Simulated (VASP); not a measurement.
Runs of VASP 6.6.1 on Sb. The structure is that of space group Im-3m (No. 229), or close to it. The cells are those of the table. 

| cell | gap on the mesh (eV) | pressure (GPa) |
| --- | --- | --- |
| a = 2.937 Å, angles 109.5°, 1 atom | none | (a) |
| a = 3.027 Å, angles 109.5°, 1 atom | none | 21.7 |
| a = 2.998 Å, angles 109.5°, 1 atom | none | 26.6 |
| a = 3.056 Å, angles 109.5°, 1 atom | none | 17.8 |
| a = 2.968 Å, angles 109.5°, 1 atom | none | (b) |

Alike in all rows: task single point; level PBEsol; potentials or basis VASP PAW PBE potentials, release 64 (Sb); no spin polarisation; k mesh 9 × 9 × 9; cutoff (eV) 500; smearing methfessel-paxton 0.1 eV.

Q: Fill in the values left out.

A: (a) 38.9; (b) 32.6.

Caveats: the PAW data sets were made with another functional, which shifts forces and pressure a little; spin-orbit coupling is left out, which moves the levels of the heavy elements.

A k mesh can miss the band edges, and the runs leave out spin-orbit coupling on Sb.

A gap of «none» marks levels without a gap at the run's occupations.
